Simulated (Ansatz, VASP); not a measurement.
# Pt: VASP beside Ansatz

```
CELL_PARAMETERS angstrom
0.00000 1.97009 1.97009
1.97009 0.00000 1.97009
1.97009 1.97009 0.00000
ATOMIC_POSITIONS crystal
Pt 0.00000 0.00000 0.00000
```

Alike in both runs: task single point; functional r2SCAN; k mesh 18 × 18 × 18; occupations gaussian, width 0.1 eV; no spin polarisation.

|  | VASP | Ansatz |
| --- | --- | --- |
| version | VASP 6.6.1 | Ansatz 0.2.0 |
| potentials or method | VASP PAW PBE potentials, release 64 (Pt), cutoff 520 eV | scalar-relativistic, plane waves, PAW |
| valence electrons in the cell | 10 | 18 |

VASP gave:

- gap on the k mesh at the Fermi level (eV): none
- pressure (GPa): 0.7

Q: Estimate Ansatz's values.

A: gap on the k mesh at the Fermi level (eV): none; pressure (GPa): 0.0.

VASP's potentials were made for PBE, not for r2SCAN. A gap of «none» marks a metal or a gap that the smearing closes. The functional is the same, so the differences come from potentials, cutoffs and numerics. VASP's potentials hold 10 valence electrons a cell and Ansatz's 18, so a difference there can come from the potentials and not from the codes.

Neither program's run includes spin-orbit coupling.
